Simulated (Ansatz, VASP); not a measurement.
NaH: VASP beside Ansatz

INCAR

```
PREC     = Accurate       # precision mode
ENCUT    = 520            # plane-wave cutoff, eV
EDIFF    = 1E-6           # SCF threshold, eV
ISMEAR   = 0              # smearing method
SIGMA    = 0.05           # smearing width, eV
LREAL    = False          # projectors in reciprocal space
LASPH    = True           # aspherical terms in the spheres
NELM     = 100            # most SCF steps
ALGO     = Normal         # electronic algorithm
ISIF     = 2              # what is computed and relaxed
LWAVE    = False          # write WAVECAR
LCHARG   = False          # write CHGCAR
NBANDS   = 11             # bands
```

Contents of KPOINTS:

```
Automatic mesh
0
Gamma
  8 8 8
```

POSCAR

```
NaH
1.0
    0.0000000000      2.4034000000      2.4766000000
    2.4034000000      0.0000000000      2.4766000000
    2.4034000000      2.4034000000      0.0000000000
Na H
1 1
Direct
    0.0000000000      0.0000000000      0.0000000000
    0.5000000000      0.5000000000      0.5000000000
```

Input for Ansatz:

```yaml
crystal:
  lattice:
    - [0.0, 2.4034, 2.4766]
    - [2.4034, 0.0, 2.4766]
    - [2.4034, 2.4034, 0.0]
  atoms:
    - { symbol: Na, position: [0.0, 0.0, 0.0] }
    - { symbol: H, position: [0.5, 0.5, 0.5] }
basis:
  ecutwfc: 420
kpoints:
  mp_grid: { grid: [8, 8, 8] }
hamiltonian:
  xc: lda
scf:
  occupations: { method: gaussian, width: 0.05 }
output:
  forces: true
  stress: true
  eigenvalues: true
```

Change from the starting cell: strain -0.015 along x and y, +0.015 along z, atoms carried along.

Alike in both runs: task single point; functional LDA; k mesh 8 × 8 × 8; occupations gaussian, width 0.05 eV; no spin polarisation.

```csv
,VASP,Ansatz
version,VASP 6.6.1,Ansatz 0.2.0
potentials or method,"VASP PAW LDA potentials, release 64 (Na_pv, H), cutoff 520 eV","scalar-relativistic, plane waves, PAW"
valence electrons in the cell,8,10
```

VASP gave:

- gap on the k mesh at the Fermi level (eV): 3.36
- least direct gap on the mesh (eV): 4.30
- pressure (GPa): -2.4
- traceless stress, the component that is largest in VASP (GPa): -0.50

Question: Which values does Ansatz return?

Answer: gap on the k mesh at the Fermi level (eV): 3.36; least direct gap on the mesh (eV): 4.30; pressure (GPa): -2.3; traceless stress, the component that is largest in VASP (GPa): -0.50.

LDA's correlation is that of Perdew and Zunger in VASP and of Perdew and Wang (1992) in Ansatz. VASP's potentials hold 8 valence electrons a cell and Ansatz's 10, so a difference there can come from the potentials and not from the codes.
